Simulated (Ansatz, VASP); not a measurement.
# Cu: VASP beside Ansatz

```
CELL_PARAMETERS angstrom
2.47074 0.00000 0.00000
-1.23537 2.13973 0.00000
0.00000 0.00000 4.31820
ATOMIC_POSITIONS crystal
Cu 0.33333 0.66667 0.25000
Cu 0.66667 0.33333 0.75000
```

Change from the starting cell: strain -0.025 along x and y, +0.050 along z, atoms carried along.

Alike in both runs: task single point; functional PBE; k mesh 24 × 24 × 12; occupations gaussian, width 0.15 eV; no spin polarisation.

|  | VASP | Ansatz |
| --- | --- | --- |
| version | VASP 6.6.1 | Ansatz 0.2.0 |
| potentials or method | VASP PAW PBE potentials, release 64 (Cu), cutoff 520 eV | scalar-relativistic, plane waves, PAW |
| valence electrons in the cell | 22 | 38 |

|  | VASP | Ansatz | Ansatz less VASP |
| --- | --- | --- | --- |
| gap on the k mesh at the Fermi level (eV) | none | none | - |
| pressure (GPa) | 9.0 | 8.4 | -0.63 |
| traceless stress, the component that is largest in VASP (GPa) | -8.86 | -8.83 | +0.034 |

A gap of «none» marks a metal or a gap that the smearing closes. The functional is the same, so the differences come from potentials, cutoffs and numerics. VASP's potentials hold 22 valence electrons a cell and Ansatz's 38, so a difference there can come from the potentials and not from the codes.
